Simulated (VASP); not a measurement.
# Ir (Pm-3m) in VASP: a series of runs

Runs on Ir. Level: r2SCAN. Tasks: single point.

All numbers are computed with VASP 6.6.1; they aren't measurements. Logs are shortened: lines on timing, memory, paths and dates and some standing lists are left out, and cuts for length are marked.

### 1 The cell of the first run

It takes space group Pm-3m (No. 221, cubic). Conventional cell: a = 2.518 Å, b = 2.518 Å, c = 2.518 Å, α = 90.00°, β = 90.00°, γ = 90.00°. Ir (site symmetry m-3m) has 6 Ir at 2.52 Å within 3.3 Å.

This isn't the form of Ir at room conditions, which is fcc.

### 2 Single point, r2SCAN, collinear spin (15.97 Å³/atom)

Contents of POSCAR:

```
Ir
1.0
    2.5183301941      0.0000000000      0.0000000000
    0.0000000000      2.5183301941      0.0000000000
    0.0000000000      0.0000000000      2.5183301941
Ir
1
Direct
    0.0000000000      0.0000000000      0.0000000000
```

Contents of INCAR.step1:

```
  PREC = Accurate
  ENCUT = 520
  ISMEAR = -1
  SIGMA = 0.05
  LREAL = False
  LASPH = True
  NELM = 150
  ISPIN = 2
  MAGMOM = 1
  LMAXMIX = 4
  NBANDS = 14
  GGA = PE
  ALGO = Normal
  EDIFF = 1E-4
  LWAVE = True
  LCHARG = False
```

Contents of INCAR.step2:

```
  PREC = Accurate
  ENCUT = 520
  EDIFF = 1E-6
  ISMEAR = -1
  SIGMA = 0.05
  LREAL = False
  LASPH = True
  NELM = 150
  ALGO = Normal
  ISIF = 2
  LWAVE = False
  LCHARG = True
  ISPIN = 2
  MAGMOM = 1
  LORBIT = 11
  LMAXMIX = 4
  METAGGA = R2SCAN
  LMIXTAU = True
  LELF = True
  LVHAR = True
  NBANDS = 14
  ISTART = 1
```

Contents of KPOINTS:

```
regular mesh
0
Gamma
  14 14 14
```

Potentials or basis: VASP PAW PBE potentials, release 64 (Ir).

Command:

```sh
> cat potpaw_PBE.64/Ir/POTCAR > POTCAR
> cp INCAR.step1 INCAR
> mpirun -np 1 vasp_std > vasp.out
> cp INCAR.step2 INCAR
> mpirun -np 1 vasp_std > vasp.out
```

OUTCAR:

```text
PREC = Accurate
   ENCUT = 520
   EDIFF = 1E-6
   ISMEAR = -1
   LREAL = False
   LASPH = True
   NELM = 150
   ISIF = 2
   ISPIN = 2
   LORBIT = 11
   METAGGA = R2SCAN
   ISTART = 1

 ion  position               nearest neighbor table
   1  0.000  0.000  0.000-

  LATTYP: Found a simple cubic cell.
 ALAT       =     2.5183301941

  Lattice vectors:

 A1 = (   2.5183301941,   0.0000000000,   0.0000000000)
 A2 = (   0.0000000000,   2.5183301941,   0.0000000000)
 A3 = (   0.0000000000,   0.0000000000,   2.5183301941)

Analysis of symmetry for initial positions (statically):
=====================================================================
 Subroutine PRICEL returns:
 Original cell was already a primitive cell.

 Routine SETGRP: Setting up the symmetry group for a
 simple cubic supercell.

 Subroutine GETGRP returns: Found 48 space group operations
 (whereof 48 operations were pure point group operations)
 out of a pool of 48 trial point group operations.

The static configuration has the point symmetry O_h .

Analysis of symmetry for dynamics (positions and initial velocities):
=====================================================================
 Subroutine PRICEL returns:
 Original cell was already a primitive cell.

 Routine SETGRP: Setting up the symmetry group for a
 simple cubic supercell.

 Subroutine GETGRP returns: Found 48 space group operations
 (whereof 48 operations were pure point group operations)
 out of a pool of 48 trial point group operations.

The dynamic configuration has the point symmetry O_h .

Analysis of structural, dynamic, and magnetic symmetry:
=====================================================================
 Subroutine PRICEL returns:
 Original cell was already a primitive cell.

 Routine SETGRP: Setting up the symmetry group for a
 simple cubic supercell.

 Subroutine GETGRP returns: Found 48 space group operations
 (whereof 48 operations were pure point group operations)
 out of a pool of 48 trial point group operations.

The overall configuration has the point symmetry O_h .

 Subroutine INISYM returns: Found 48 space group operations
 (whereof 48 operations are pure point group operations),
 and found     1 'primitive' translations

----------------------------------------------------------------------------------------

                                     Primitive cell

  volume of cell :      15.9712

  direct lattice vectors                    reciprocal lattice vectors
     2.518330194  0.000000000  0.000000000     0.397088516  0.000000000  0.000000000
     0.000000000  2.518330194  0.000000000     0.000000000  0.397088516  0.000000000
     0.000000000  0.000000000  2.518330194     0.000000000  0.000000000  0.397088516

  length of vectors
     2.518330194  2.518330194  2.518330194     0.397088516  0.397088516  0.397088516

  position of ions in fractional coordinates (direct lattice)
     0.000000000  0.000000000  0.000000000

  ion indices of the primitive-cell ions
   primitive index   ion index
                 1           1

----------------------------------------------------------------------------------------

 KPOINTS: regular mesh

Automatic generation of k-mesh.
 Grid dimensions read from file:
 generate k-points for:   14   14   14

 Generating k-lattice:

  Cartesian coordinates                     Fractional coordinates (reciprocal lattice)
     0.028363465  0.000000000  0.000000000     0.071428571  0.000000000  0.000000000
     0.000000000  0.028363465  0.000000000     0.000000000  0.071428571  0.000000000
     0.000000000  0.000000000  0.028363465     0.000000000  0.000000000  0.071428571

  Length of vectors
     0.028363465  0.028363465  0.028363465

  Shift w.r.t. Gamma in fractional coordinates (k-lattice)
     0.000000000  0.000000000  0.000000000

 Subroutine IBZKPT returns following result:
 ===========================================

 Found    120 irreducible k-points:

 Following reciprocal coordinates:
            Coordinates               Weight
  0.000000  0.000000  0.000000      1.000000
  0.071429  0.000000  0.000000      6.000000
  0.142857  0.000000  0.000000      6.000000
  0.214286  0.000000  0.000000      6.000000
  0.285714  0.000000  0.000000      6.000000
  0.357143  0.000000  0.000000      6.000000
[... 16 lines left out ...]
  0.285714  0.214286  0.000000     24.000000
  0.357143  0.214286  0.000000     24.000000
 [... further k-points ...]
   k-points           NKPTS =    120   k-points in BZ     NKDIM =    120   number of bands    NBANDS=     14
   number of dos      NEDOS =    301   number of ions     NIONS =      1
   total plane-waves  NPLWV =   8000
   dimension x,y,z NGX =    20 NGY =   20 NGZ =   20
   dimension x,y,z NGXF=    40 NGYF=   40 NGZF=   40
   ions per type =               1
   NGX,Y,Z   is equivalent  to a cutoff of  13.20, 13.20, 13.20 a.u.
   NGXF,Y,Z  is equivalent  to a cutoff of  26.41, 26.41, 26.41 a.u.
 SYSTEM =  unknown system
   PREC   = accura    normal or accurate (medium, high low for compatibility)
   ISTART =      1    job   : 0-new  1-cont  2-samecut
   ICHARG =      0    charge: 1-file 2-atom 10-const
   ISPIN  =      2    spin polarized calculation?
   LNONCOLLINEAR =      F non collinear calculations
   LSORBIT =      F    spin-orbit coupling
   LASPH  =      T    aspherical Exc in radial PAW
   ENCUT  =  520.0 eV  38.22 Ry    6.18 a.u.   4.68  4.68  4.68*2*pi/ulx,y,z
   NELM   =    150;   NELMIN=  2; NELMDL=  0     # of ELM steps
   EDIFF  = 0.1E-05   stopping-criterion for ELM
   LREAL  =      F    real-space projection
   EDIFFG = 0.1E-04   stopping-criterion for IOM
   NSW    =      0    number of steps for IOM
   IBRION =     -1    ionic relax: 0-MD 1-quasi-New 2-CG
   NFREE  =      0    steps in history (QN), initial steepest desc. (CG)
   ISIF   =      2    stress and relaxation
   ISYM   =      2    0-nonsym 1-usesym 2-fastsym
   POTIM  = 0.5000    time-step for ionic-motion
   TEBEG  =    0.0;   TEEND  =   0.0 temperature during run
   PSTRESS=    0.0 pullay stress
   NELECT =       9.0000    total number of electrons
   NUPDOWN=      -1.0000    fix difference up-down
   EMIN   =  10.00;   EMAX   =-10.00  energy-range for DOS
   EFERMI =   0.00;   METHOD = LEGACY
   ISMEAR =    -1;   SIGMA  =   0.05  broadening in eV -4-tet -1-fermi 0-gaus
   EFERMI_NEDOS =   21; number of points for ismear=-14 and -15
   IALGO  =     38    algorithm
   IMIX   =      4    mixing-type and parameters
     AMIX     =   0.40;   BMIX     =  1.00
     AMIX_MAG =   1.60;   BMIX_MAG =  1.00
  volume/ion in A,a.u.               =      15.97       107.78
  Fermi-wavevector in a.u.,A,eV,Ry     =   1.352206  2.555300 24.877739  1.828462
  Thomas-Fermi vector in A             =   2.479564
   LORBIT       =     11    0 simple, 1 ext, 2 COOP (PROOUT), +10 PAW based schemes
   METAGGA = R2SCAN    functional components
   LHFCALC =     F    Hartree Fock is set to
   AEXX    =    0.0000 exact exchange contribution
   IVDW    =     0    specifies the selected vdW correction
   LEPSILON=     F    determine dielectric tensor
   LRPA    =     F    only Hartree local field effects (RPA)
 spin polarized calculation
  energy-cutoff  :      520.00
  volume of cell :       15.97
 maximum number of plane-waves:       449
 NGX is ok and might be reduce to    20
   NGX =  9   NGY =  9   NGZ =  9

 number of electron       9.0000001 magnetization      -0.0000050

 number of electron       9.0000001 magnetization       0.0000019

 Free energy of the ion-electron system (eV)
  ---------------------------------------------------
  ext. energy  EPLUGINS =         0.00000000
  ---------------------------------------------------
  free energy    TOTEN  =       -51.33257558 eV

  energy without entropy =      -51.32396306  energy(sigma->0) =      -51.32826932

 E-fermi :   8.1449     XC(G=0): -14.1730

 val. band max:        8.1075756958   @ k =   0.1429   0.1429   0.0714
 cond. band min:       8.1561542868   @ k =   0.5000   0.0714   0.0000
 fundamental gap:      0.0485785910
 Fermi energy:         8.1448760095

 spin component 1

 k-point     1 :       0.0000    0.0000    0.0000
  band No.  band energies     occupation
      1      -1.7718      1.00000
      2       1.3974      1.00000
      3       1.3974      1.00000
      4       9.6039      0.00000
      5       9.6039      0.00000
      6       9.6039      0.00000
      7      24.9328      0.00000
      8      24.9328      0.00000
      9      24.9328      0.00000
     10      31.7950      0.00000
     11      34.3503      0.00000
     12      34.3503      0.00000
     13      38.8048      0.00000
     14      38.8048      0.00000

 k-point     2 :       0.0714    0.0000    0.0000
  band No.  band energies     occupation
      1      -1.5980      1.00000
      2       1.4347      1.00000
      3       1.5736      1.00000
      4       9.4031      0.00000
      5       9.4031      0.00000
      6       9.6192      0.00000
      7      23.8741      0.00000
      8      25.2623      0.00000
      9      25.2623      0.00000
     10      32.4604      0.00000
     11      33.2084      0.00000
     12      35.0139      0.00000
     13      38.9840      0.00000
     14      38.9840      0.00000
[... 343 lines left out ...]
      1       1.2497      1.00000
      2       3.0623      1.00000
      3       4.5861      1.00000
      4       6.6980      1.00000
      5       7.6853      0.99990
      6       8.5005      0.00081
      7      19.3280      0.00000
      8      22.7733      0.00000
      9      28.8024      0.00000
     10      31.5445      0.00000
     11      35.1517      0.00000
     12      37.6057      0.00000
     13      40.1767      0.00000
     14      40.3195      0.00000

 k-point    24 :       0.3571    0.2143    0.0000
  band No.  band energies     occupation
      1       1.7009      1.00000
      2       3.1792      1.00000
      3       4.6505      1.00000
      4       7.1541      1.00000
      5       7.8860      0.99439
      6       8.5797      0.00017
      7      17.3667      0.00000
      8      23.9400      0.00000
      9      27.9400      0.00000
     10      32.4587      0.00000
     11      33.0278      0.00000
     12      38.6982      0.00000
     13      38.7324      0.00000
     14      39.8516      0.00000

 [... further k-points ...]

 spin component 2

 k-point     1 :       0.0000    0.0000    0.0000
  band No.  band energies     occupation
      1      -1.7718      1.00000
      2       1.3974      1.00000
      3       1.3974      1.00000
      4       9.6039      0.00000
      5       9.6039      0.00000
      6       9.6039      0.00000
      7      24.9328      0.00000
      8      24.9328      0.00000
      9      24.9328      0.00000
     10      31.7950      0.00000
     11      34.3503      0.00000
     12      34.3503      0.00000
     13      38.8048      0.00000
     14      38.8048      0.00000

 k-point     2 :       0.0714    0.0000    0.0000
  band No.  band energies     occupation
      1      -1.5980      1.00000
      2       1.4347      1.00000
      3       1.5736      1.00000
      4       9.4031      0.00000
      5       9.4031      0.00000
      6       9.6192      0.00000
      7      23.8740      0.00000
      8      25.2623      0.00000
      9      25.2623      0.00000
     10      32.4604      0.00000
     11      33.2084      0.00000
     12      35.0139      0.00000
     13      38.9840      0.00000
     14      38.9840      0.00000
[... 343 lines left out ...]
      1       1.2497      1.00000
      2       3.0623      1.00000
      3       4.5861      1.00000
      4       6.6980      1.00000
      5       7.6853      0.99990
      6       8.5005      0.00081
      7      19.3280      0.00000
      8      22.7733      0.00000
      9      28.8024      0.00000
     10      31.5445      0.00000
     11      35.1517      0.00000
     12      37.6057      0.00000
     13      40.1767      0.00000
     14      40.3195      0.00000

 k-point    24 :       0.3571    0.2143    0.0000
  band No.  band energies     occupation
      1       1.7009      1.00000
      2       3.1792      1.00000
      3       4.6505      1.00000
      4       7.1541      1.00000
      5       7.8860      0.99439
      6       8.5797      0.00017
      7      17.3667      0.00000
      8      23.9400      0.00000
      9      27.9400      0.00000
     10      32.4587      0.00000
     11      33.0278      0.00000
     12      38.6982      0.00000
     13      38.7324      0.00000
     14      39.8517      0.00000

 [... further k-points ...]
[... 5 lines left out ...]
  --------------------------------------------------------------------------------------
  -------------------------------------------------------------------------------------
  Total        1.3294357      1.3294357      1.3294357     -0.0000000     -0.0000000      0.0000000
  in kB      133.3643950    133.3643950    133.3643950     -0.0000000     -0.0000000      0.0000000
  external PRESSURE =     133.3643950 kB  Pullay stress =       0.0000000 kB

 VOLUME and BASIS-vectors are now :
 -----------------------------------------------------------------------------
  energy-cutoff  :      520.00
  volume of cell :       15.97
      direct lattice vectors                 reciprocal lattice vectors
     2.518330194  0.000000000  0.000000000     0.397088516  0.000000000  0.000000000
     0.000000000  2.518330194  0.000000000     0.000000000  0.397088516  0.000000000
     0.000000000  0.000000000  2.518330194     0.000000000  0.000000000  0.397088516

 POSITION                                       TOTAL-FORCE (eV/Angst)
 -----------------------------------------------------------------------------------
      0.00000      0.00000      0.00000         0.000000      0.000000      0.000000
 -----------------------------------------------------------------------------------
    total drift:                               -0.000000      0.000000      0.000000

  FREE ENERGIE OF THE ION-ELECTRON SYSTEM (eV)
  ---------------------------------------------------
  free  energy   TOTEN  =       -51.3325755842 eV

  energy  without entropy=      -51.3239630574  energy(sigma->0) =      -51.32826932

 total charge

# of ion       s       p       d       tot
------------------------------------------
    1        0.765   0.565   7.114   8.444

 magnetization (x)

# of ion       s       p       d       tot
------------------------------------------
    1       -0.000  -0.000   0.000   0.000
```

Run time: 64 s. Hardware: 1 thread of Intel Xeon 6975P-C (Granite Rapids), shared host; peak memory 0.17 GiB.

What came out:

```yaml
Free_energy: -51.3326 eV
Pressure: 13.3 GPa
Net_moment: 0.00 μB per cell
Valence_electrons_inside_the_program's_atomic_spheres: Ir 8.44
```

Caveat: the cell stands under pressure; the PAW data sets were made with another functional, which shifts forces and pressure a little; spin-orbit coupling is left out, which moves the levels of the heavy elements.

[end of part 1 of 3]
